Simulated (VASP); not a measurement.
Input of a VASP 6.6.1 run:

Contents of INCAR:

```
ALGO = Normal
EDIFF = 1E-7
ENCUT = 520
GGA = PE
ISIF = 2
ISMEAR = -1
LASPH = T
LCHARG = F
LREAL = F
LWAVE = F
NBANDS = 14
NELM = 80
PREC = Accurate
SIGMA = 0.08
```

KPOINTS

```
k-points
0
Gamma
  15 15 13
```

File POSCAR:

```
AlNi
1.0
    2.4372945710      0.0000000000      0.0000000000
   -1.2186472855      2.1107590150      0.0000000000
    0.0000000000      0.0000000000      3.5235977140
Ni Al
1 1
Direct
    0.0000000000      0.0000000000      0.0000000000
    0.3333333333      0.6666666667      0.5000000000
```

Potentials or basis: VASP PAW PBE potentials, release 64 (Ni, Al).

Launch:

```sh
$ cat potpaw_PBE.64/Ni/POTCAR potpaw_PBE.64/Al/POTCAR > POTCAR
$ mpirun -np 1 vasp_std > vasp.out
```

(1) Estimate the pressure.

## Answers

(1) 95.9 GPa.
